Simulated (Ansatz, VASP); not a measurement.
**Two plane-wave programs on Au**

POSCAR

```
Au
1.0
   -1.6572690000      1.7442756225      1.6572690000
    1.6572690000     -1.7442756225      1.6572690000
    1.6572690000      1.7442756225     -1.6572690000
Au
1
Direct
    0.0000000000      0.0000000000      0.0000000000
```

INCAR.step1

```
PREC = Accurate ; ENCUT = 520
ISMEAR = 0 ; SIGMA = 0.15
LREAL = False ; LASPH = True
NELM = 80 ; NBANDS = 12
GGA = PE ; ALGO = Normal
EDIFF = 1E-4 ; LWAVE = True
LCHARG = False
```

File INCAR.step2:

```
PREC = Accurate ; ENCUT = 520
EDIFF = 1E-6 ; ISMEAR = 0
SIGMA = 0.15 ; LREAL = False
LASPH = True ; NELM = 80
ALGO = Normal ; ISIF = 2
LWAVE = False ; LCHARG = False
METAGGA = R2SCAN ; LMIXTAU = True
NBANDS = 12 ; ISTART = 1
```

The input KPOINTS:

```
Automatic mesh
0
Gamma
  20 20 20
```

Input for Ansatz:

```yaml
crystal:
  lattice:
    - [-1.657269, 1.7442756225, 1.657269]
    - [1.657269, -1.7442756225, 1.657269]
    - [1.657269, 1.7442756225, -1.657269]
  atoms:
    - { symbol: Au, position: [0.0, 0.0, 0.0] }
basis:
  ecutwfc: 500
kpoints:
  mp_grid: { grid: [20, 20, 20] }
hamiltonian:
  xc: r2scan
scf:
  occupations: { method: gaussian, width: 0.15 }
output:
  forces: true
  stress: true
  eigenvalues: true
```

Change from the starting cell: strain +0.0525 x Voigt [0, 1, 0, 0, 0, 0], atoms carried along.

Alike in both runs: task single point; functional r2SCAN; k mesh 20 × 20 × 20; occupations gaussian, width 0.15 eV; no spin polarisation.

|  | VASP | Ansatz |
| --- | --- | --- |
| version | VASP 6.6.1 | Ansatz 0.2.0 |
| potentials or method | VASP PAW PBE potentials, release 64 (Au), cutoff 520 eV | scalar-relativistic, plane waves, PAW |
| valence electrons in the cell | 11 | 19 |

```tsv
	VASP	Ansatz	Ansatz less VASP
gap on the k mesh at the Fermi level (eV)	none	none	-
pressure (GPa)	-9.8	-9.9	-0.14
traceless stress, the component that is largest in VASP (GPa)	0.23	0.22	-0.007
```

VASP's potentials were made for PBE, not for r2SCAN. A gap of «none» marks a metal or a gap that the smearing closes. With one functional, cell and mesh, what is left measures potentials, basis and numerics. VASP's potentials hold 11 valence electrons a cell and Ansatz's 19, so a difference there can come from the potentials and not from the codes.

Spin-orbit coupling is off throughout.
